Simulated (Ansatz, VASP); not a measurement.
**One calculation of HfO2, two programs**

```
Hf O
1.0
     0.00000    2.54892    2.54892
     2.48086    0.00000    2.54892
     2.48086    2.54892    0.00000
Hf O
1 2
Direct
  0.00000 0.00000 0.00000
  0.25000 0.25000 0.25000
  0.75000 0.75000 0.75000
```

Change from the starting cell: normal strain along x -0.0267, normal strain along y +0.0000.

Alike in both runs: task single point; functional PBE; k mesh 8 × 8 × 8; occupations gaussian, width 0.05 eV; no spin polarisation.

|  | VASP | Ansatz |
| --- | --- | --- |
| version | VASP 6.6.1 | Ansatz 0.2.0 |
| potentials or method | VASP PAW PBE potentials, release 64 (Hf_pv, O), cutoff 520 eV | scalar-relativistic, plane waves, PAW |
| valence electrons in the cell | 22 | 38 |

```tsv
	VASP	Ansatz	Ansatz less VASP
gap on the k mesh at the Fermi level (eV)	3.55	3.56	+0.007
least direct gap on the mesh (eV)	3.61	3.60	-0.010
pressure (GPa)	3.2	7.1	+3.92
traceless stress, the component that is largest in VASP (GPa)	8.55	8.40	-0.152
```

VASP's potentials hold 22 valence electrons a cell and Ansatz's 38, so a difference there can come from the potentials and not from the codes.

Neither program's run includes spin-orbit coupling.
